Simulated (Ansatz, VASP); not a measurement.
K: VASP beside Ansatz

```
CELL_PARAMETERS angstrom
4.11103 0.00000 0.00000
0.00000 4.11103 0.00000
0.00000 0.00000 4.11103
ATOMIC_POSITIONS crystal
K 0.00000 0.00000 0.00000
```

Change from the starting cell: volume scaled by 1, PAW files.

Alike in both runs: task single point; functional LDA; k mesh 9 × 9 × 9; occupations fermi-dirac, width 0.05 eV; no spin polarisation.

```csv
,VASP,Ansatz
version,VASP 6.6.1,Ansatz 0.2.0
potentials or method,"VASP PAW LDA potentials, release 64 (K_sv)","PAW with Ansatz's default frozen-core files, scalar-relativistic"
plane-wave cutoff (eV),500,420
valence electrons in the cell,9,9
```

```csv
,VASP,Ansatz,Ansatz less VASP
pressure (GPa),0.0,0.0,+0.01
```

LDA's correlation is that of Perdew and Zunger in VASP and of Perdew and Wang (1992) in Ansatz.
